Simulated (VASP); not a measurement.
Here is a VASP 6.6.1 calculation.

File INCAR:

```
SYSTEM = HfO2
ALGO     = Normal         ! electronic algorithm
EDIFF    = 1E-7           ! SCF threshold, eV
ENCUT    = 520            ! plane-wave cutoff, eV
GGA      = PE             ! functional
ISIF     = 2              ! what is computed and relaxed
ISMEAR   = 0              ! smearing method
LASPH    = .TRUE.         ! aspherical terms in the spheres
LCHARG   = .FALSE.        ! write CHGCAR
LREAL    = .FALSE.        ! projectors in reciprocal space
LWAVE    = .FALSE.        ! write WAVECAR
NBANDS   = 18             ! bands
NELM     = 100            ! most SCF steps
PREC     = Accurate       ! precision mode
SIGMA    = 0.05           ! smearing width, eV
```

Contents of KPOINTS:

```
k-points
0
G
  8 8 8
  0 0 0
```

The input POSCAR:

```
HfO2
1.0
    0.0000000000      2.6214375000      2.4935625000
    2.6214375000      0.0000000000      2.4935625000
    2.6214375000      2.6214375000      0.0000000000
Hf O
1 2
Direct
    0.0000000000      0.0000000000      0.0000000000
    0.2500000000      0.2500000000      0.2500000000
    0.7500000000      0.7500000000      0.7500000000
```

Potentials or basis: VASP PAW PBE potentials, release 64 (Hf_pv, O).

The run is started by

```sh
$ cat potpaw_PBE.64/Hf_pv/POTCAR potpaw_PBE.64/O/POTCAR > POTCAR
$ mpirun -np 1 vasp_std > vasp.out
```

**Question.** Predict the pressure.

**Answer.** -11.0 GPa.

**Question.** Estimate the band gap on the k mesh.

**Answer.** 3.13 eV, indirect (least direct gap 3.26 eV).

Stress tensor (GPa, compression positive):
```
-18.32   0.00   0.00
  0.00 -18.32   0.00
  0.00   0.00   3.51
```

Caveat: the cell differs from its parent crystal (strain +0.025 along x and y, -0.025 along z); spin-orbit coupling is left out, which moves the levels of the heavy elements. A k mesh can miss the band edges.
